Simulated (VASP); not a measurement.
# CaF (P4/nmm) in VASP: single point with PBE

Aim: the single point of CaF with PBE.

Everything below comes from runs of VASP 6.6.1. Logs are shortened: lines on timing, memory, paths and dates and some standing lists are left out, and cuts for length are marked.

**1. The cell of the first run**

Symmetry: P4/nmm, No. 129, tetragonal system. The conventional cell has a = 3.939 Å, b = 3.939 Å, c = 5.702 Å, α = 90.00°, β = 90.00°, γ = 90.00°. Within 3.1 Å of Ca (site symmetry 4mm) lie 4 F at 2.36 Å. F (site symmetry -4m2) has 4 Ca at 2.36 Å and 4 F at 2.79 Å within 3.1 Å.

**2. Single point, PBE**

INCAR

```
ALGO = Normal
EDIFF = 1E-6
ENCUT = 600
GGA = PE
GGA_COMPAT = False
ISIF = 2
ISMEAR = 0
LASPH = True
LCHARG = True
LELF = True
LREAL = False
LVHAR = True
LWAVE = False
NBANDS = 25
NELM = 120
PREC = Accurate
SIGMA = 0.1
```

KPOINTS

```
k-points
0
Gamma
  12 12 8
```

POSCAR

```
CaF
1.0
    3.9393010289      0.0000000000      0.0000000000
    0.0000000000      3.9393010289      0.0000000000
    0.0000000000      0.0000000000      5.7019961752
Ca F
2 2
Direct
    0.5000000000      0.0000000000      0.7732765595
    0.0000000000      0.5000000000      0.2267234405
    0.0000000000      0.0000000000      0.0000000000
    0.5000000000      0.5000000000      0.0000000000
```

Potentials or basis: VASP PAW PBE potentials, release 64 (Ca_sv, F).

Command:

```
$ cat potpaw_PBE.64/Ca_sv/POTCAR potpaw_PBE.64/F/POTCAR > POTCAR
$ mpirun -np 1 vasp_std > vasp.out
```

OUTCAR:

```text
EDIFF = 1E-6
   ENCUT = 600
   GGA = PE
   ISIF = 2
   ISMEAR = 0
   LASPH = True
   LREAL = False
   NELM = 120
   PREC = Accurate

 ion  position               nearest neighbor table
   1  0.500  0.000  0.773-   3 2.36   4 2.36   4 2.36   3 2.36
   2  0.000  0.500  0.227-   3 2.36   4 2.36   3 2.36   4 2.36
   3  0.000  0.000  0.000-   1 2.36   2 2.36   2 2.36   1 2.36
   4  0.500  0.500  0.000-   1 2.36   2 2.36   1 2.36   2 2.36

  LATTYP: Found a simple tetragonal cell.
 ALAT       =     3.9393010289
 C/A-ratio  =     1.4474639367

  Lattice vectors:

 A1 = (   3.9393010289,   0.0000000000,   0.0000000000)
 A2 = (   0.0000000000,   3.9393010289,   0.0000000000)
 A3 = (   0.0000000000,   0.0000000000,   5.7019961752)

Analysis of symmetry for initial positions (statically):
=====================================================================
 Subroutine PRICEL returns:
 Original cell was already a primitive cell.

 Routine SETGRP: Setting up the symmetry group for a
 simple tetragonal supercell.

 Subroutine GETGRP returns: Found 16 space group operations
 (whereof  8 operations were pure point group operations)
 out of a pool of 16 trial point group operations.

The static configuration has the point symmetry D_2d.
 The point group associated with its full space group is D_4h.

Analysis of symmetry for dynamics (positions and initial velocities):
=====================================================================
 Subroutine PRICEL returns:
 Original cell was already a primitive cell.

 Routine SETGRP: Setting up the symmetry group for a
 simple tetragonal supercell.

 Subroutine GETGRP returns: Found 16 space group operations
 (whereof  8 operations were pure point group operations)
 out of a pool of 16 trial point group operations.

The dynamic configuration has the point symmetry D_2d.
 The point group associated with its full space group is D_4h.

 Subroutine INISYM returns: Found 16 space group operations
 (whereof  8 operations are pure point group operations),
 and found     1 'primitive' translations

----------------------------------------------------------------------------------------

                                     Primitive cell

  volume of cell :      88.4841

[... 82 lines left out ...]
 SYSTEM =  unknown system
   PREC   = accura    normal or accurate (medium, high low for compatibility)
   ISTART =      0    job   : 0-new  1-cont  2-samecut
   ICHARG =      2    charge: 1-file 2-atom 10-const
   ISPIN  =      1    spin polarized calculation?
   LNONCOLLINEAR =      F non collinear calculations
   LSORBIT =      F    spin-orbit coupling
   LASPH  =      T    aspherical Exc in radial PAW
   ENCUT  =  600.0 eV  44.10 Ry    6.64 a.u.   7.87  7.87 11.39*2*pi/ulx,y,z
   NELM   =    120;   NELMIN=  2; NELMDL= -5     # of ELM steps
   EDIFF  = 0.1E-05   stopping-criterion for ELM
   LREAL  =      F    real-space projection
   EDIFFG = 0.1E-04   stopping-criterion for IOM
   NSW    =      0    number of steps for IOM
   IBRION =     -1    ionic relax: 0-MD 1-quasi-New 2-CG
   NFREE  =      0    steps in history (QN), initial steepest desc. (CG)
   ISIF   =      2    stress and relaxation
   ISYM   =      2    0-nonsym 1-usesym 2-fastsym
   POTIM  = 0.5000    time-step for ionic-motion
   TEBEG  =    0.0;   TEEND  =   0.0 temperature during run
   PSTRESS=    0.0 pullay stress
   NELECT =      34.0000    total number of electrons
   NUPDOWN=      -1.0000    fix difference up-down
   EMIN   =  10.00;   EMAX   =-10.00  energy-range for DOS
   EFERMI =   0.00;   METHOD = LEGACY
   ISMEAR =     0;   SIGMA  =   0.10  broadening in eV -4-tet -1-fermi 0-gaus
   EFERMI_NEDOS =   21; number of points for ismear=-14 and -15
   IALGO  =     38    algorithm
   IMIX   =      4    mixing-type and parameters
     AMIX     =   0.40;   BMIX     =  1.00
     AMIX_MAG =   1.60;   BMIX_MAG =  1.00
  volume/ion in A,a.u.               =      22.12       149.28
  Fermi-wavevector in a.u.,A,eV,Ry     =   1.190180  2.249114 19.273045  1.416529
  Thomas-Fermi vector in A             =   2.326271
   LORBIT       =      0    0 simple, 1 ext, 2 COOP (PROOUT), +10 PAW based schemes
   GGA     = PE    functional components
   LHFCALC =     F    Hartree Fock is set to
   AEXX    =    0.0000 exact exchange contribution
   IVDW    =     0    specifies the selected vdW correction
   LEPSILON=     F    determine dielectric tensor
   LRPA    =     F    only Hartree local field effects (RPA)
 non-spin polarized calculation
 Gauss-broadening in eV      SIGMA  =   0.10
  energy-cutoff  :      600.00
  volume of cell :       88.48
 maximum number of plane-waves:      2978
 NGX is ok and might be reduce to    32
   NGX = 15   NGY = 15   NGZ = 23

 number of electron      33.9999986 magnetization

 Free energy of the ion-electron system (eV)
  ---------------------------------------------------
  ext. energy  EPLUGINS =         0.00000000
  ---------------------------------------------------
  free energy    TOTEN  =       -19.08070034 eV

  energy without entropy =      -19.07570997  energy(sigma->0) =      -19.07820515

 E-fermi :   3.2282     XC(G=0):  -8.4352

 val. band max:        3.1970528108   @ k =   0.5000   0.2500   0.2500
 cond. band min:       3.2357489438   @ k =   0.4167   0.0000   0.1250
 fundamental gap:      0.0386961330
 Fermi energy:         3.2282350241

 k-point     1 :       0.0000    0.0000    0.0000
  band No.  band energies     occupation
      1     -39.0318      2.00000
      2     -39.0025      2.00000
      3     -23.1385      2.00000
      4     -22.4518      2.00000
      5     -20.0559      2.00000
      6     -20.0559      2.00000
[... 661 lines left out ...]
     24       6.9694      0.00000
     25       7.1384      0.00000

 [... further k-points ...]
[... 5 lines left out ...]
  --------------------------------------------------------------------------------------
  -------------------------------------------------------------------------------------
  Total        0.0678587      0.0678587      0.0524083      0.0000000      0.0000000      0.0000000
  in kB        1.2287149      1.2287149      0.9489547      0.0000000      0.0000000      0.0000000
  external PRESSURE =       1.1354615 kB  Pullay stress =       0.0000000 kB

 VOLUME and BASIS-vectors are now :
 -----------------------------------------------------------------------------
  energy-cutoff  :      600.00
  volume of cell :       88.48
      direct lattice vectors                 reciprocal lattice vectors
     3.939301029  0.000000000  0.000000000     0.253852141  0.000000000  0.000000000
     0.000000000  3.939301029  0.000000000     0.000000000  0.253852141  0.000000000
     0.000000000  0.000000000  5.701996175     0.000000000  0.000000000  0.175377178

 POSITION                                       TOTAL-FORCE (eV/Angst)
 -----------------------------------------------------------------------------------
      1.96965      0.00000      4.40922         0.000000      0.000000     -0.053888
      0.00000      1.96965      1.29278        -0.000000      0.000000      0.053888
      0.00000      0.00000      0.00000         0.000000      0.000000      0.000000
      1.96965      1.96965      0.00000         0.000000     -0.000000      0.000000
 -----------------------------------------------------------------------------------
    total drift:                                0.000000     -0.000000     -0.000000

  FREE ENERGIE OF THE ION-ELECTRON SYSTEM (eV)
  ---------------------------------------------------
  free  energy   TOTEN  =       -19.0807003359 eV

  energy  without entropy=      -19.0757099682  energy(sigma->0) =      -19.07820515
```

OSZICAR:

```text
N       E                     dE             d eps       ncg     rms          rms(c)
DAV:   1     0.355975435366E+03    0.35598E+03   -0.18245E+04  7000   0.144E+03
DAV:   2     0.803736924466E+01   -0.34794E+03   -0.33562E+03  8058   0.397E+02
DAV:   3    -0.184911653495E+02   -0.26529E+02   -0.26328E+02  9883   0.102E+02
DAV:   4    -0.204732222143E+02   -0.19821E+01   -0.19801E+01 11810   0.188E+01
DAV:   5    -0.204970518729E+02   -0.23830E-01   -0.23825E-01  9301   0.219E+00    0.843E+00
DAV:   6    -0.190647360105E+02    0.14323E+01   -0.69013E+00  9000   0.139E+01    0.357E+00
DAV:   7    -0.190748586348E+02   -0.10123E-01   -0.40615E-01 10298   0.381E+00    0.196E+00
DAV:   8    -0.190793786085E+02   -0.45200E-02   -0.76672E-02  8853   0.217E+00    0.364E-01
DAV:   9    -0.190802448157E+02   -0.86621E-03   -0.17795E-02 10295   0.851E-01    0.133E-01
DAV:  10    -0.190807626110E+02   -0.51780E-03   -0.23327E-03  9984   0.303E-01    0.712E-02
DAV:  11    -0.190807181060E+02    0.44505E-04   -0.16283E-04  9523   0.113E-01    0.377E-02
DAV:  12    -0.190806985563E+02    0.19550E-04   -0.13357E-04  9879   0.797E-02    0.455E-03
DAV:  13    -0.190807000409E+02   -0.14846E-05   -0.20682E-05 10116   0.260E-02    0.307E-03
DAV:  14    -0.190807003359E+02   -0.29497E-06   -0.12962E-06  6744   0.769E-03
   1 F= -.19080700E+02 E0= -.19078205E+02  d E =-.499037E-02
```

stdout:

```text
POSCAR found type information on POSCAR CaF
 POSCAR found :  2 types and       4 ions
 scaLAPACK will be used
 LDA part: xc-table for (Slater+PW92), standard interpolation
 POSCAR, INCAR and KPOINTS ok, starting setup
 FFT: planning ... GRIDC
 FFT: planning ... GRID_SOFT
 FFT: planning ... GRID
 WAVECAR not read
 entering main loop
```

It took 5.4 min on 1 thread of AMD EPYC 9755, shared host; peak memory 0.41 GiB.

Results:

```yaml
Free_energy: -19.0807 eV
Pressure: 0.1 GPa
Largest_force: 0.054 eV/Å
Band_gap_on_the_k_mesh: zero (bands 17 and 18 overlap by 1.31 eV)
```

Forces on the atoms (eV/Å):
```
Ca   0.000  0.000 -0.054
Ca   0.000  0.000  0.054
F    0.000  0.000  0.000
F    0.000  0.000  0.000
```

The gap in the log of VASP goes by the Fermi energy; the results here count the filled bands.